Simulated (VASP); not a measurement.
# EuBi (Pm-3m) in VASP: single point with PBE+U

Aim: the single point of EuBi with PBE+U.

Everything below comes from runs of VASP 6.6.1. Logs are shortened: lines on timing, memory, paths and dates and some standing lists are left out, and cuts for length are marked.

## Step 1: The cell of the first run

Symmetry: Pm-3m, No. 221, cubic system. Conventional cell: a = 4.102 Å, b = 4.102 Å, c = 4.102 Å, α = 90.00°, β = 90.00°, γ = 90.00°. Within 4.7 Å of Eu (site symmetry m-3m) lie 8 Bi at 3.55 Å and 6 Eu at 4.10 Å. Within 4.7 Å of Bi (site symmetry m-3m) lie 8 Eu at 3.55 Å and 6 Bi at 4.10 Å.

## Step 2: Single point, PBE+U, collinear spin, ferrimagnetic start

Contents of INCAR:

```
PREC = Accurate
ENCUT = 520
EDIFF = 1E-6
ISMEAR = 0
SIGMA = 0.05
LREAL = False
LASPH = True
NELM = 150
ALGO = Fast
ISIF = 2
LWAVE = False
LCHARG = False
ISPIN = 2
MAGMOM = 7.68 -0.01
LORBIT = 11
LMAXMIX = 6
LDAU = True
LDAUTYPE = 2
LDAUL = 3 -1
LDAUU = 6 0
LDAUJ = 0 0
LDAUPRINT = 1
GGA = PE
NBANDS = 27
```

Contents of KPOINTS:

```
Automatic mesh
0
Gamma
  8 8 8
```

Contents of POSCAR:

```
EuBi
1.0
    4.1022208120      0.0000000000      0.0000000000
    0.0000000000      4.1022208120      0.0000000000
    0.0000000000      0.0000000000      4.1022208120
Eu Bi
1 1
Direct
    0.0000000000      0.0000000000      0.0000000000
    0.5000000000      0.5000000000      0.5000000000
```

Potentials or basis: VASP PAW PBE potentials, release 64 (Eu, Bi_d).

Run with:

```console
$ cat potpaw_PBE.64/Eu/POTCAR potpaw_PBE.64/Bi_d/POTCAR > POTCAR
$ mpirun -np 1 vasp_std > vasp.out
```

OUTCAR:

```text
PREC = Accurate
   ENCUT = 520
   EDIFF = 1E-6
   ISMEAR = 0
   LREAL = False
   LASPH = True
   NELM = 150
   ISIF = 2
   ISPIN = 2
   LORBIT = 11
   GGA = PE

 ion  position               nearest neighbor table
   1  0.000  0.000  0.000-   2 3.55   2 3.55   2 3.55   2 3.55   2 3.55   2 3.55   2 3.55   2 3.55

   2  0.500  0.500  0.500-   1 3.55   1 3.55   1 3.55   1 3.55   1 3.55   1 3.55   1 3.55   1 3.55

  LATTYP: Found a simple cubic cell.
 ALAT       =     4.1022208120

  Lattice vectors:

 A1 = (   4.1022208120,   0.0000000000,   0.0000000000)
 A2 = (   0.0000000000,   4.1022208120,   0.0000000000)
 A3 = (   0.0000000000,   0.0000000000,   4.1022208120)

Analysis of symmetry for initial positions (statically):
=====================================================================
 Subroutine PRICEL returns:
 Original cell was already a primitive cell.

 Routine SETGRP: Setting up the symmetry group for a
 simple cubic supercell.

 Subroutine GETGRP returns: Found 48 space group operations
 (whereof 48 operations were pure point group operations)
 out of a pool of 48 trial point group operations.

The static configuration has the point symmetry O_h .

Analysis of symmetry for dynamics (positions and initial velocities):
=====================================================================
 Subroutine PRICEL returns:
 Original cell was already a primitive cell.

 Routine SETGRP: Setting up the symmetry group for a
 simple cubic supercell.

 Subroutine GETGRP returns: Found 48 space group operations
 (whereof 48 operations were pure point group operations)
 out of a pool of 48 trial point group operations.

The dynamic configuration has the point symmetry O_h .

Analysis of structural, dynamic, and magnetic symmetry:
=====================================================================
 Subroutine PRICEL returns:
 Original cell was already a primitive cell.

 Routine SETGRP: Setting up the symmetry group for a
 simple cubic supercell.

 Subroutine GETGRP returns: Found 48 space group operations
 (whereof 48 operations were pure point group operations)
 out of a pool of 48 trial point group operations.

The overall configuration has the point symmetry O_h .

 Subroutine INISYM returns: Found 48 space group operations
 (whereof 48 operations are pure point group operations),
 and found     1 'primitive' translations

----------------------------------------------------------------------------------------

                                     Primitive cell

  volume of cell :      69.0331

  direct lattice vectors                    reciprocal lattice vectors
     4.102220812  0.000000000  0.000000000     0.243770398  0.000000000  0.000000000
     0.000000000  4.102220812  0.000000000     0.000000000  0.243770398  0.000000000
     0.000000000  0.000000000  4.102220812     0.000000000  0.000000000  0.243770398

  length of vectors
     4.102220812  4.102220812  4.102220812     0.243770398  0.243770398  0.243770398

  position of ions in fractional coordinates (direct lattice)
[... 115 lines left out ...]
 RMM-DIIS sequential band-by-band and
 Gauss-broadening in eV      SIGMA  =   0.05
  energy-cutoff  :      520.00
  volume of cell :       69.03
 maximum number of plane-waves:      1877
 NGX is ok and might be reduce to    32
   NGX = 15   NGY = 15   NGZ = 15

atom =   1  type =  1  l = 3

 onsite density matrix

spin component  1

  0.9763 -0.0000 -0.0024  0.0000 -0.0000  0.0000 -0.0000
 -0.0000  0.9667  0.0000  0.0000 -0.0000  0.0000  0.0000
 -0.0024  0.0000  0.9776  0.0000  0.0000  0.0000 -0.0000
  0.0000  0.0000  0.0000  0.9744 -0.0000 -0.0000 -0.0000
 -0.0000 -0.0000  0.0000 -0.0000  0.9776 -0.0000  0.0024
  0.0000  0.0000  0.0000 -0.0000 -0.0000  0.9794 -0.0000
 -0.0000  0.0000 -0.0000 -0.0000  0.0024 -0.0000  0.9763

spin component  2

  0.0005  0.0000 -0.0001 -0.0000  0.0000 -0.0000  0.0000
  0.0000  0.0012 -0.0000 -0.0000 -0.0000 -0.0000  0.0000
 -0.0001 -0.0000  0.0005 -0.0000 -0.0000  0.0000  0.0000
 -0.0000 -0.0000 -0.0000  0.0004  0.0000  0.0000  0.0000
  0.0000 -0.0000 -0.0000  0.0000  0.0005 -0.0000  0.0001
 -0.0000 -0.0000  0.0000  0.0000 -0.0000  0.0006  0.0000
  0.0000  0.0000  0.0000  0.0000  0.0001  0.0000  0.0005

 occupancies and eigenvectors

  o =  0.0004  v =  0.0000  0.0000  0.0000  0.0000  0.0000  0.0000  0.0000  0.0008  0.0000  0.0006 -0.0000  0.6124  0.0000 -0.7906      0.0000  0.0000  0.0000  0.0000  0.0000  0.0000  0.0000  0.0000  0.0000  0.0000  0.0000  0.0000  0.0000  0.0000
  o =  0.0004  v =  0.0000  0.0000  0.0000  0.0000  0.0000  0.0000  0.0000  0.7906  0.0000  0.6124  0.0002 -0.0006  0.0000  0.0008      0.0000  0.0000  0.0000  0.0000  0.0000  0.0000  0.0000  0.0000  0.0000  0.0000  0.0000  0.0000  0.0000  0.0000
  o =  0.0004  v =  0.0000  0.0000  0.0000  0.0000  0.0000  0.0000  0.0000 -0.0001  0.0000 -0.0001  1.0000  0.0000 -0.0000 -0.0000      0.0000  0.0000  0.0000  0.0000  0.0000  0.0000  0.0000  0.0000  0.0000  0.0000  0.0000  0.0000  0.0000  0.0000
  o =  0.0006  v =  0.0000  0.0000  0.0000  0.0000  0.0000  0.0000  0.0000 -0.0000 -0.0000  0.0000 -0.0000 -0.0000 -1.0000 -0.0000      0.0000  0.0000  0.0000  0.0000  0.0000  0.0000  0.0000  0.0000  0.0000  0.0000  0.0000  0.0000  0.0000  0.0000
  o =  0.0006  v =  0.0000  0.0000  0.0000  0.0000  0.0000  0.0000  0.0000  0.0003 -0.0000 -0.0004 -0.0000 -0.7906  0.0000 -0.6124      0.0000  0.0000  0.0000  0.0000  0.0000  0.0000  0.0000  0.0000  0.0000  0.0000  0.0000  0.0000  0.0000  0.0000
  o =  0.0006  v =  0.0000  0.0000  0.0000  0.0000  0.0000  0.0000  0.0000 -0.6124  0.0000  0.7906 -0.0000 -0.0004  0.0000 -0.0003      0.0000  0.0000  0.0000  0.0000  0.0000  0.0000  0.0000  0.0000  0.0000  0.0000  0.0000  0.0000  0.0000  0.0000
  o =  0.0012  v =  0.0000  0.0000  0.0000  0.0000  0.0000  0.0000  0.0000  0.0000  1.0000 -0.0000 -0.0000 -0.0000 -0.0000 -0.0000      0.0000  0.0000  0.0000  0.0000  0.0000  0.0000  0.0000  0.0000  0.0000  0.0000  0.0000  0.0000  0.0000  0.0000
  o =  0.9667  v = -0.0000  1.0000 -0.0000  0.0000  0.0000 -0.0000 -0.0000  0.0000  0.0000  0.0000  0.0000  0.0000  0.0000  0.0000      0.0000  0.0000  0.0000  0.0000  0.0000  0.0000  0.0000  0.0000  0.0000  0.0000  0.0000  0.0000  0.0000  0.0000
  o =  0.9744  v = -0.0001 -0.0000 -0.0001  1.0000  0.0034  0.0000 -0.0044  0.0000  0.0000  0.0000  0.0000  0.0000  0.0000  0.0000      0.0000  0.0000  0.0000  0.0000  0.0000  0.0000  0.0000  0.0000  0.0000  0.0000  0.0000  0.0000  0.0000  0.0000
  o =  0.9744  v =  0.7906  0.0000  0.6124  0.0001 -0.0004 -0.0000  0.0006  0.0000  0.0000  0.0000  0.0000  0.0000  0.0000  0.0000      0.0000  0.0000  0.0000  0.0000  0.0000  0.0000  0.0000  0.0000  0.0000  0.0000  0.0000  0.0000  0.0000  0.0000
  o =  0.9744  v = -0.0006  0.0000 -0.0004  0.0056 -0.6124  0.0000  0.7906  0.0000  0.0000  0.0000  0.0000  0.0000  0.0000  0.0000      0.0000  0.0000  0.0000  0.0000  0.0000  0.0000  0.0000  0.0000  0.0000  0.0000  0.0000  0.0000  0.0000  0.0000
  o =  0.9794  v =  0.6124 -0.0000 -0.7906 -0.0000  0.0005 -0.0000  0.0004  0.0000  0.0000  0.0000  0.0000  0.0000  0.0000  0.0000      0.0000  0.0000  0.0000  0.0000  0.0000  0.0000  0.0000  0.0000  0.0000  0.0000  0.0000  0.0000  0.0000  0.0000
  o =  0.9794  v =  0.0004 -0.0000 -0.0005  0.0000 -0.7906  0.0008 -0.6124  0.0000  0.0000  0.0000  0.0000  0.0000  0.0000  0.0000      0.0000  0.0000  0.0000  0.0000  0.0000  0.0000  0.0000  0.0000  0.0000  0.0000  0.0000  0.0000  0.0000  0.0000
  o =  0.9794  v =  0.0000  0.0000  0.0000 -0.0000  0.0006  1.0000  0.0005  0.0000  0.0000  0.0000  0.0000  0.0000  0.0000  0.0000      0.0000  0.0000  0.0000  0.0000  0.0000  0.0000  0.0000  0.0000  0.0000  0.0000  0.0000  0.0000  0.0000  0.0000

 number of electron      32.0000004 magnetization       7.0784026

 Free energy of the ion-electron system (eV)
  ---------------------------------------------------
  ext. energy  EPLUGINS =         0.00000000
  ---------------------------------------------------
  free energy    TOTEN  =       -16.11565359 eV

  energy without entropy =      -16.11351537  energy(sigma->0) =      -16.11458448

 E-fermi :   4.6035     XC(G=0):  -9.6249

 val. band max:        4.5621218100   @ k =   0.3750   0.0000   0.0000
 cond. band min:       4.6131243997   @ k =   0.5000   0.1250   0.0000
 fundamental gap:      0.0510025896
 Fermi energy:         4.6034997156

 spin component 1

 k-point     1 :       0.0000    0.0000    0.0000
  band No.  band energies     occupation
      1     -35.9741      1.00000
      2     -17.5428      1.00000
      3     -17.5428      1.00000
      4     -17.5390      1.00000
      5     -17.5390      1.00000
      6     -17.5390      1.00000
[... 1433 lines left out ...]
     26      13.6739      0.00000
     27      14.2630      0.00000

 [... further k-points ...]

------------------------ aborting loop because EDIFF is reached ----------------------------------------

  FORCE on cell =-STRESS in cart. coord.  units (eV):
  Direction    XX          YY          ZZ          XY          YZ          ZX
  --------------------------------------------------------------------------------------
  -------------------------------------------------------------------------------------
  Total        0.0232574      0.0232574      0.0232574      0.0000000      0.0000000      0.0000000
  in kB        0.5397774      0.5397774      0.5397774      0.0000000      0.0000000      0.0000000
  external PRESSURE =       0.5397774 kB  Pullay stress =       0.0000000 kB

 VOLUME and BASIS-vectors are now :
 -----------------------------------------------------------------------------
  energy-cutoff  :      520.00
  volume of cell :       69.03
      direct lattice vectors                 reciprocal lattice vectors
     4.102220812  0.000000000  0.000000000     0.243770398  0.000000000  0.000000000
     0.000000000  4.102220812  0.000000000     0.000000000  0.243770398  0.000000000
     0.000000000  0.000000000  4.102220812     0.000000000  0.000000000  0.243770398

 POSITION                                       TOTAL-FORCE (eV/Angst)
 -----------------------------------------------------------------------------------
      0.00000      0.00000      0.00000         0.000000      0.000000      0.000000
      2.05111      2.05111      2.05111         0.000000      0.000000      0.000000
 -----------------------------------------------------------------------------------
    total drift:                                0.000000      0.000000     -0.000000

  FREE ENERGIE OF THE ION-ELECTRON SYSTEM (eV)
  ---------------------------------------------------
  free  energy   TOTEN  =       -16.1156535942 eV

  energy  without entropy=      -16.1135153736  energy(sigma->0) =      -16.11458448

 total charge

# of ion       s       p       d       f       tot
--------------------------------------------------
    1        2.039   5.769   0.233   6.825  14.866
    2        1.477   1.521   9.885   0.000  12.883
--------------------------------------------------
tot          3.516   7.290  10.118   6.825  27.750

 magnetization (x)

# of ion       s       p       d       f       tot
--------------------------------------------------
    1       -0.012  -0.116   0.052   6.817   6.741
    2       -0.001  -0.013   0.001   0.000  -0.013
--------------------------------------------------
tot         -0.014  -0.129   0.053   6.817   6.727
```

Run time: 3.5 min. Hardware: 1 thread of Intel Xeon Platinum 8488C (Sapphire Rapids), shared host; peak memory 0.29 GiB.

What came out:

```yaml
Free_energy: -16.1157 eV
Pressure: 0.1 GPa
Net_moment: 7.08 μB per cell
Site_moments: Eu +6.74; Bi -0.01 μB
Valence_electrons_inside_the_program's_atomic_spheres: Eu 14.87; Bi 12.88
```

Eigenvalues of the final occupation matrices:
| site | spin | trace | eigenvalues |
| --- | --- | --- | --- |
| site 1 f | 1 | 6.83 | 0.97 0.97 0.97 0.97 0.98 0.98 0.98 |
| site 1 f | 2 | 0.00 | 0.00 0.00 0.00 0.00 0.00 0.00 0.00 |

Caveat: spin-orbit coupling is left out, which moves the levels of the heavy elements.
